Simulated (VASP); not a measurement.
Runs of VASP 6.6.1 on Cd. The structure is that of space group Fm-3m (No. 225), or close to it. The cells are those of the table. This isn't the form of Cd at room conditions, which is hcp.

```csv
task,level,spin,cell,k mesh,cutoff (eV),smearing,pressure (GPa),moment (μB)
single point,revPBE,collinear,"a = 3.182, b = 3.146, c = 3.125 Å, angles 59.5, 58.9, 59.9°, 1 atom",8 × 8 × 8,520,methfessel-paxton 0.05 eV,(a),0.00
single point,PBE,"non-collinear, zero start, SOC","a = 3.137 Å, angles 60.0°, 1 atom",17 × 17 × 17,520,methfessel-paxton 0.1 eV,2.3,0.00
single point,PBE,"non-collinear, zero start, SOC","a = 3.137 Å, angles 60.0°, 1 atom",14 × 14 × 14,520,methfessel-paxton 0.1 eV,2.3,0.00
relaxation of cell and atoms,revPBE,"non-collinear, zero start, SOC","relaxed from a = 3.137 Å, angles 60.0°, 1 atom",10 × 10 × 10,600,methfessel-paxton 0.05 eV,0.0,0.00
single point,revPBE,"non-collinear, zero start, SOC","a = 3.229 Å, angles 60.0°, 1 atom",10 × 10 × 10,520,methfessel-paxton 0.05 eV,0.3,0.00
```

Alike in all rows: potentials or basis VASP PAW PBE potentials, release 64 (Cd).

Q: Estimate the missing entries.

A: (a) 4.6.

Caveats: the PAW data sets were made with another functional, which shifts forces and pressure a little (at least some runs); the cell stands under pressure (at least some runs).
